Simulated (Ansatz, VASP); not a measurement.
**SiO2: VASP beside Ansatz**

```
CELL_PARAMETERS angstrom
-2.37405 2.37405 3.63168
2.37405 -2.37405 3.63168
2.37405 2.37405 -3.63168
ATOMIC_POSITIONS crystal
Si 0.00000 0.00000 0.00000
Si 0.75000 0.25000 0.50000
O 0.99838 0.62500 0.87338
O 0.37500 0.24838 0.37338
O 0.75162 0.12500 0.12662
O 0.87500 0.00162 0.62662
```

Change from the starting cell: zz strain of -3 %.

Alike in both runs: task single point; functional PBEsol; k mesh 7 × 7 × 7; occupations fermi-dirac, width 0.03 eV; no spin polarisation.

```csv
,VASP,Ansatz
version,VASP 6.6.1,Ansatz 0.2.0
potentials or method,"VASP PAW PBE potentials, release 64 (Si, O), cutoff 520 eV","all-electron LAPW, scalar-relativistic"
```

Ansatz gave:

* gap on the k mesh at the Fermi level (eV): 6.22
* pressure (GPa): 6.6
* traceless stress, the component that is largest in VASP (GPa): -0.29
* rms of the force components (eV/Å): 0.169

Problem. What did VASP give for the same quantities?

Solution. gap on the k mesh at the Fermi level (eV): 6.21; pressure (GPa): 7.3; traceless stress, the component that is largest in VASP (GPa): -0.24; rms of the force components (eV/Å): 0.190.

VASP's potentials were made for PBE, not for PBEsol. Atom by atom the forces differ by 0.021 eV/Å (rms over components). Ansatz ran all-electron here, and VASP with PAW potentials.
